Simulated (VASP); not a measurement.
Write the native input for VASP 6.6.1 that does the following.

| Item | Value |
| --- | --- |
| Task | single point |
| Functional | PBE |
| Potentials or basis | VASP PAW PBE potentials, release 64 (Si) |
| Cutoff | 520 eV |
| k mesh | 8 × 8 × 8 |
| Occupations | gaussian, width 0.026 eV |
| Spin | no spin polarisation |
| Dipole correction | no |
| Further INCAR settings | ALGO = Normal; EDIFF = 1e-07; NBANDS = 11 |

The structure of Si lies in POSCAR:

```
Si
1.0
    0.0000000000      2.7218511865      2.7218511865
    2.7218511865      0.0000000000      2.7218511865
    2.7218511865      2.7218511865      0.0000000000
Si
2
Direct
    0.5000000000      0.5000000000      0.5000000000
    0.7500000000      0.7500000000      0.7500000000
```

These files were run (other wordings do the same):

INCAR

```
PREC = Accurate
ENCUT = 520
EDIFF = 1E-7
ISMEAR = 0
SIGMA = 0.026000000000000002
LREAL = False
LASPH = True
NELM = 80
ALGO = Normal
ISIF = 2
LWAVE = False
LCHARG = True
GGA = PE
LELF = True
LVHAR = True
NBANDS = 11
```

KPOINTS

```
Automatic mesh
0
Gamma
  8 8 8
```

Potentials or basis: VASP PAW PBE potentials, release 64 (Si).

Command:

```console
$ cat potpaw_PBE.64/Si/POTCAR > POTCAR
$ mpirun -np 1 vasp_std > vasp.out
```

It gave:

```yaml
Pressure: 1.3 GPa
Band_gap_on_the_k_mesh: 0.63 eV, indirect (least direct gap 2.56 eV)
```

It took 23 s on 1 thread of AMD EPYC 7R13, with other jobs on the host, peak memory 0.13 GiB.
